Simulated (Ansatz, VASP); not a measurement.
TiO2: VASP beside Ansatz

```
CELL_PARAMETERS angstrom
-1.88897 1.88897 4.79140
1.88897 -1.88897 4.79140
1.88897 1.88897 -4.79140
ATOMIC_POSITIONS crystal
Ti 0.00000 0.00000 0.00000
Ti 0.75000 0.25000 0.50000
O 0.20730 0.20730 0.00000
O 0.95730 0.45730 0.50000
O 0.54270 0.04270 0.50000
O 0.79270 0.79270 0.00000
```

Alike in both runs: functional r2SCAN; k mesh 8 × 8 × 8; occupations gaussian, width 0.02 eV; no spin polarisation.

Ansatz relaxed the structure, and its values are those at the end. VASP's run is a single point on that final structure, the one shown.

```csv
,VASP,Ansatz
version,VASP 6.6.1,Ansatz 0.2.0
potentials or method,"VASP PAW PBE potentials, release 64 (Ti_sv, O), cutoff 520 eV","scalar-relativistic, plane waves, PAW"
valence electrons in the cell,48,48
```

|  | VASP | Ansatz | Ansatz less VASP |
| --- | --- | --- | --- |
| gap on the k mesh at the Fermi level (eV) | 2.59 | 2.57 | -0.021 |
| least direct gap on the mesh (eV) | 2.90 | 2.87 | -0.028 |
| pressure (GPa) | 1.2 | 0.0 | -1.22 |
| rms of the force components (eV/Å) | 0.011 | 0.001 | -0.0100 |

VASP's potentials were made for PBE, not for r2SCAN.
